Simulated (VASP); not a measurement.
Here is a VASP 6.6.1 calculation.

POSCAR

```
SnO2
1.0
    4.7605737245      0.0000000000      0.0000000000
    0.0000000000      4.7605737245      0.0000000000
    0.0000000000      0.0000000000      3.2320810738
Sn O
2 4
Direct
    0.0000000000      0.0000000000      0.0000000000
    0.5000000000      0.5000000000      0.5000000000
    0.3063022198      0.3063022198      0.0000000000
    0.1936977802      0.8063022198      0.5000000000
    0.8063022198      0.1936977802      0.5000000000
    0.6936977802      0.6936977802      0.0000000000
```

INCAR.step1

```
ALGO = Normal
EDIFF = 1E-4
ENCUT = 520
GGA = PE
ISMEAR = 0
LASPH = True
LCHARG = False
LREAL = False
LWAVE = True
NBANDS = 35
NELM = 80
PREC = Accurate
SIGMA = 0.01
```

INCAR.step2

```
ALGO = Normal
EDIFF = 1E-6
ENCUT = 520
ISIF = 2
ISMEAR = 0
ISTART = 1
LASPH = True
LCHARG = True
LELF = True
LMIXTAU = True
LREAL = False
LVHAR = True
LWAVE = False
METAGGA = R2SCAN
NBANDS = 35
NELM = 80
PREC = Accurate
SIGMA = 0.01
```

The input KPOINTS:

```
k-points
0
Gamma
  6 6 8
```

Potentials or basis: VASP PAW PBE potentials, release 64 (Sn_d, O).

The run is started by

```console
$ cat potpaw_PBE.64/Sn_d/POTCAR potpaw_PBE.64/O/POTCAR > POTCAR
$ cp INCAR.step1 INCAR
$ mpirun -np 1 vasp_std > vasp.out
$ cp INCAR.step2 INCAR
$ mpirun -np 1 vasp_std > vasp.out
```

Question: Predict the pressure.

Answer: -1.4 GPa.

Question: What does it give for the band gap on the k mesh?

Answer: 1.65 eV, direct.

Question: What does it give for the largest force?

Answer: 0.023 eV/Å.

Forces on the atoms (eV/Å):
```
Sn   0.000  0.000  0.000
Sn   0.000  0.000  0.000
O   -0.016 -0.016  0.000
O    0.016 -0.016  0.000
O   -0.016  0.016  0.000
O    0.016  0.016  0.000
```

Caveat: the cell differs from its parent crystal (uniaxial z strain +1.0%); the PAW data sets were made with another functional, which shifts forces and pressure a little; spin-orbit coupling is left out, which moves the levels of the heavy elements.
